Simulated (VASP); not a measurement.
Set up this calculation in VASP 6.6.1, as the native input.

```
Task                   : single point
Functional             : RPBE
Potentials or basis    : VASP PAW PBE potentials, release 64 (Ge_d)
Cutoff                 : 520 eV
k mesh                 : 8 × 8 × 8
Occupations            : fermi-dirac, width 0.05 eV
Spin                   : no spin polarisation
Dipole correction      : no
Further INCAR settings : ALGO = Normal; EDIFF = 1e-07; NBANDS = 21
```

The structure of Ge lies in POSCAR:

```
Ge
1.0
    0.0000000000      2.8476450493      2.8476450493
    2.8476450493      0.0000000000      2.8476450493
    2.8476450493      2.8476450493      0.0000000000
Ge
2
Direct
    0.7500000000      0.7500000000      0.7500000000
    0.5000000000      0.5000000000      0.5000000000
```

These files were run (other wordings do the same):

INCAR

```
SYSTEM = Ge
PREC = Accurate
ENCUT = 520
EDIFF = 1E-7
ISMEAR = -1
SIGMA = 0.05
LREAL = .FALSE.
LASPH = .TRUE.
NELM = 80
ALGO = Normal
ISIF = 2
LWAVE = .FALSE.
LCHARG = .TRUE.
GGA = RP
LELF = .TRUE.
LVHAR = .TRUE.
NBANDS = 21
```

KPOINTS

```
Automatic mesh
0
G
  8 8 8
  0 0 0
```

Potentials or basis: VASP PAW PBE potentials, release 64 (Ge_d).

Launch:

```sh
$ cat potpaw_PBE.64/Ge_d/POTCAR > POTCAR
$ mpirun -np 1 vasp_std > vasp.out
```

It gave:

- Pressure: 3.8 GPa
- Band gap on the k mesh: zero (filled and empty bands touch)

Caveat: the PAW data sets were made with another functional, which shifts forces and pressure a little.

Wall time 18 s on 1 thread of Intel(R) Xeon(R) 6975P-C (Granite Rapids) (shared host), peak memory 0.17 GiB.
